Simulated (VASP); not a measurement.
Runs of VASP 6.6.1 on SiO2 (Stishovite). The structure is that of space group P4_2/mnm (No. 136), or close to it. The cells are those of the table. 

```tsv
cell	gap on the mesh (eV)	pressure (GPa)	largest force (eV/Å)
a = 4.003, b = 4.003, c = 2.554 Å, 6 atoms	(a)	68.8	1.12
a = 4.063, b = 4.063, c = 2.592 Å, 6 atoms	7.02	(b)	0.73
a = 4.286, b = 4.286, c = 2.734 Å, 6 atoms	4.29	-11.5	0.38
a = 4.232, b = 4.232, c = 2.700 Å, 6 atoms	4.93	-1.2	0.16
a = 4.121, b = 4.121, c = 2.629 Å, 6 atoms	6.38	26.8	0.39
a = 4.177, b = 4.177, c = 2.665 Å, 6 atoms	5.62	(c)	0.10
a = 4.338, b = 4.338, c = 2.768 Å, 6 atoms	3.70	-19.8	0.58
```

Alike in all rows: task single point; level PBE; potentials or basis VASP PAW PBE potentials, release 64 (Si, O); no spin polarisation; k mesh 6 × 6 × 8; cutoff (eV) 520; smearing gaussian 0.01 eV.

**Question.** Estimate the missing entries.

**Answer.** (a) 7.15; (b) 45.7; (c) 11.4.

Caveats: forces of over 1 eV/Å act on the atoms, so gaps and moduli don't describe the material at rest (some runs).

A k mesh can miss the band edges.
